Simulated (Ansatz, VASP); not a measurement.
# LiBr: VASP beside Ansatz

INCAR

```
SYSTEM = LiBr
PREC     = Accurate       ! precision mode
ENCUT    = 750            ! plane-wave cutoff, eV
EDIFF    = 1E-6           ! SCF threshold, eV
ISMEAR   = -1             ! smearing method
SIGMA    = 0.03           ! smearing width, eV
LREAL    = .FALSE.        ! projectors in reciprocal space
LASPH    = .TRUE.         ! aspherical terms in the spheres
NELM     = 120            ! most SCF steps
ALGO     = Normal         ! electronic algorithm
ISIF     = 2              ! what is computed and relaxed
LWAVE    = .FALSE.        ! write WAVECAR
LCHARG   = .FALSE.        ! write CHGCAR
GGA      = PS             ! functional
NBANDS   = 12             ! bands
GGA_COMPAT= .FALSE.
```

The input KPOINTS:

```
Automatic mesh
0
G
  9 9 9
  0 0 0
```

The input POSCAR:

```
LiBr
1.0
    0.0000000000      2.1610009453      2.1610009453
    2.1610009453      0.0000000000      2.1610009453
    2.1610009453      2.1610009453      0.0000000000
Li Br
1 1
Direct
    0.0000000000      0.0000000000      0.0000000000
    0.5000000000      0.5000000000      0.5000000000
```

Input for Ansatz:

```yaml
crystal:
  lattice:
    - [0.0, 2.1610009453, 2.1610009453]
    - [2.1610009453, 0.0, 2.1610009453]
    - [2.1610009453, 2.1610009453, 0.0]
  atoms:
    - { symbol: Li, position: [0.0, 0.0, 0.0] }
    - { symbol: Br, position: [0.5, 0.5, 0.5] }
kpoints:
  mp_grid: { grid: [9, 9, 9] }
  band_path:
    path:
      - [0.0, 0.0, 0.0]
      - [0.5, 0.0, 0.5]
      - [0.625, 0.25, 0.625]
      - [0.375, 0.375, 0.75]
      - [0.0, 0.0, 0.0]
      - [0.5, 0.5, 0.5]
      - [0.5, 0.25, 0.75]
      - [0.5, 0.0, 0.5]
    npoints: 6
scf:
  occupations: { method: fermi_dirac, width: 0.03 }
hamiltonian:
  xc: pbesol
  pseudopotentials: { kind: all_electron, lapw: { basis_error: 0.001 } }
output:
  forces: true
  stress: true
  eigenvalues: true
  populations: true
```

Change from the starting cell: volume scaled by 0.5, LAPW.

Alike in both runs: task single point; functional PBEsol; k mesh 9 × 9 × 9; occupations fermi-dirac, width 0.03 eV; no spin polarisation.

```csv
,VASP,Ansatz
version,VASP 6.6.1,Ansatz 0.2.0
potentials or method,"VASP PAW PBE potentials, release 64 (Li_sv, Br), cutoff 750 eV","all-electron LAPW, scalar-relativistic"
```

|  | VASP | Ansatz | Ansatz less VASP |
| --- | --- | --- | --- |
| gap on the k mesh at the Fermi level (eV) | 4.27 | 4.30 | +0.027 |
| pressure (GPa) | 85.2 | 84.2 | -1.03 |

VASP's potentials were made for PBE, not for PBEsol. Both programs put the cell under a high pressure, so it lies far from rest at this level. Ansatz ran all-electron here, and VASP with PAW potentials.

Noted on VASP's run: the cell as given lies far from equilibrium.
